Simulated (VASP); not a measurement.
Set up this calculation in VASP 6.6.1, as the native input.

```
Task                   : dielectric tensor
Functional             : r2SCAN
Potentials or basis    : VASP PAW PBE potentials, release 64 (Cd, Te)
Cutoff                 : 520 eV
k mesh                 : 6 × 6 × 6
Occupations            : gaussian, width 0.01 eV
Spin                   : no spin polarisation
Dipole correction      : no
Further INCAR settings : ALGO = Normal; EDIFF = 1e-08
```

The structure of CdTe lies in POSCAR:

```
CdTe
1.0
    0.0000000000      3.2799551162      3.2799551162
    3.2799551162      0.0000000000      3.2799551162
    3.2799551162      3.2799551162      0.0000000000
Cd Te
1 1
Direct
    0.0000000000      0.0000000000      0.0000000000
    0.2500000000      0.2500000000      0.2500000000
```

The input as run:

INCAR

```
SYSTEM = CdTe
ALGO = Normal
EDIFF = 1E-8
ENCUT = 520
ISIF = 2
ISMEAR = 0
LASPH = .True.
LCALCEPS = .True.
LCHARG = .False.
LMIXTAU = .True.
LREAL = .False.
LWAVE = .False.
METAGGA = R2SCAN
NELM = 60
PREC = Accurate
SIGMA = 0.01
```

KPOINTS

```
k-points
0
Gamma
  6 6 6
  0 0 0
```

Potentials or basis: VASP PAW PBE potentials, release 64 (Cd, Te).

The run is started by

```bash
$ cat potpaw_PBE.64/Cd/POTCAR potpaw_PBE.64/Te/POTCAR > POTCAR
$ mpirun -np 1 vasp_std > vasp.out
```

It gave:

* Band gap on the k mesh: 1.15 eV
* Electronic dielectric tensor (diagonal): 7.31
* Born charges (mean of the diagonal): Cd +2.24; Te -2.24 e

Caveat: spin-orbit coupling is left out, which moves the levels of the heavy elements.

Run time: 26 min on 1 thread of Intel(R) Xeon(R) 6975P-C (Granite Rapids), on a shared host, peak memory 0.45 GiB.
